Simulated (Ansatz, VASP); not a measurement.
One calculation of Au, two programs

```xyz
2
Lattice="2.8420 0.0000 0.0000 -1.4210 2.4612 0.0000 0.0000 0.0000 4.8800" Properties=species:S:1:pos:R:3 pbc="T T T"
Au    0.0000    1.6408    3.6600
Au    1.4210    0.8204    1.2200
```

Change from the starting cell: equal xx and yy strain of -2 %, PAW files.

Alike in both runs: task electric field gradients; functional LDA; k mesh 14 × 14 × 8; occupations fermi-dirac, width 0.03 eV; no spin polarisation.

|  | VASP | Ansatz |
| --- | --- | --- |
| version | VASP 6.6.1 | Ansatz 0.2.0 |
| potentials or method | VASP PAW LDA potentials, release 64 (Au_sv_GW) | PAW with Ansatz's default frozen-core files, scalar-relativistic |
| plane-wave cutoff (eV) | 400 | 420 |
| valence electrons in the cell | 38 | 38 |

|  | VASP | Ansatz | Ansatz less VASP |
| --- | --- | --- | --- |
| size of Vzz on the site where it differs most (V/Å²) | 21.8 | 9.6 | -12.18 |

LDA's correlation is that of Perdew and Zunger in VASP and of Perdew and Wang (1992) in Ansatz.

Spin-orbit coupling is off throughout.
